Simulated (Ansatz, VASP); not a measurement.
# Two plane-wave programs on BaTiO3

The input INCAR:

```
PREC = Accurate
ENCUT = 1340
EDIFF = 1E-6
ISMEAR = 0
SIGMA = 0.05
LREAL = F
LASPH = T
NELM = 200
ALGO = Normal
ISIF = 2
LWAVE = F
LCHARG = F
LMAXMIX = 4
LDAU = T
LDAUTYPE = 2
LDAUL = -1 2 -1
LDAUU = 0 4 0
LDAUJ = 0 0 0
LDAUPRINT = 1
GGA = PE
NBANDS = 28
GGA_COMPAT = F
```

KPOINTS

```
regular mesh
0
Gamma
  8 8 8
```

POSCAR

```
BaTiO3
1.0
    4.0288515454      0.0000000000      0.0000000000
    0.0000000000      4.0288515454      0.0000000000
    0.0000000000      0.0000000000      4.0288515454
Ba Ti O
1 1 3
Direct
    0.5000000000      0.5000000000      0.5000000000
    0.0000000000      0.0000000000      0.0000000000
    0.5000000000      0.0000000000      0.0000000000
    0.0000000000      0.5000000000      0.0000000000
    0.0000000000      0.0000000000      0.5000000000
```

Input for Ansatz:

```yaml
crystal:
  lattice:
    - [4.0288515454, 0.0, 0.0]
    - [0.0, 4.0288515454, 0.0]
    - [0.0, 0.0, 4.0288515454]
  atoms:
    - { symbol: Ba, position: [0.5, 0.5, 0.5] }
    - { symbol: Ti, position: [0.0, 0.0, 0.0] }
    - { symbol: O, position: [0.5, 0.0, 0.0] }
    - { symbol: O, position: [0.0, 0.5, 0.0] }
    - { symbol: O, position: [0.0, 0.0, 0.5] }
basis:
  ecutwfc: 520.0
kpoints:
  mp_grid: { grid: [8, 8, 8] }
hamiltonian:
  xc: pbe
  pseudopotentials: { kind: paw, azcp: { folder: soft_1 } }
  hubbard: { sites: [{ species: Ti, l: d, u_eff: 4.0 }] }
scf:
  occupations: { method: gaussian, width: 0.05 }
output:
  forces: true
  stress: true
  eigenvalues: true
  write_density: true
  write_potential: true
  elf: true
  volumetric_format: npy
```

Alike in both runs: task single point; functional PBE; k mesh 8 × 8 × 8; occupations gaussian, width 0.05 eV; no spin polarisation; Hubbard terms Ti d U = 4.0 eV.

|  | VASP | Ansatz |
| --- | --- | --- |
| version | VASP 6.6.1 | Ansatz 0.2.0 |
| potentials or method | VASP PAW PBE potentials, release 64 (Ba_sv, Ti_sv, O_h), cutoff 1340 eV | scalar-relativistic, plane waves, PAW |
| valence electrons in the cell | 40 | 40 |

|  | VASP | Ansatz | Ansatz less VASP |
| --- | --- | --- | --- |
| gap on the k mesh at the Fermi level (eV) | 2.17 | 2.21 | +0.040 |
| least direct gap on the mesh (eV) | 2.38 | 2.38 | +0.002 |
| pressure (GPa) | 3.2 | 0.0 | -3.17 |

The programs project onto different local orbitals, so the same U acts differently, and such runs can settle in different states.

Neither program's run includes spin-orbit coupling.
